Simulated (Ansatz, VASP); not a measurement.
# TiAl in VASP and in Ansatz

```
Ti Al
1.0
     0.00000   -3.15608    0.00000
     0.00000    0.00000   -3.15608
     9.46823    0.00000   -1.05203
Ti Al
3 3
Direct
  0.00000 0.75000 0.75000
  0.00000 0.97222 0.08333
  0.00000 0.86111 0.41667
  0.50000 0.19444 0.91667
  0.50000 0.41667 0.25000
  0.50000 0.30556 0.58333
```

Alike in both runs: task single point; functional PBEsol; k mesh 14 × 14 × 5; occupations gaussian, width 0.15 eV; no spin polarisation.

|  | VASP | Ansatz |
| --- | --- | --- |
| version | VASP 6.6.1 | Ansatz 0.2.0 |
| potentials or method | VASP PAW PBE potentials, release 64 (Ti_sv, Al), cutoff 520 eV | scalar-relativistic, plane waves, PAW |
| valence electrons in the cell | 45 | 45 |

|  | VASP | Ansatz | Ansatz less VASP |
| --- | --- | --- | --- |
| gap on the k mesh at the Fermi level (eV) | none | none | - |
| pressure (GPa) | 6.1 | 6.0 | -0.08 |
| traceless stress, the component that is largest in VASP (GPa) | -8.50 | -8.49 | +0.008 |
| rms of the force components (eV/Å) | 1.342 | 1.342 | +0.0003 |

VASP's potentials were made for PBE, not for PBEsol, and Ansatz warns of the same on its side. Atom by atom the forces differ by 0.002 eV/Å (rms over components). A gap of «none» marks a metal or a gap that the smearing closes. With one functional, cell and mesh, what is left measures potentials, basis and numerics.
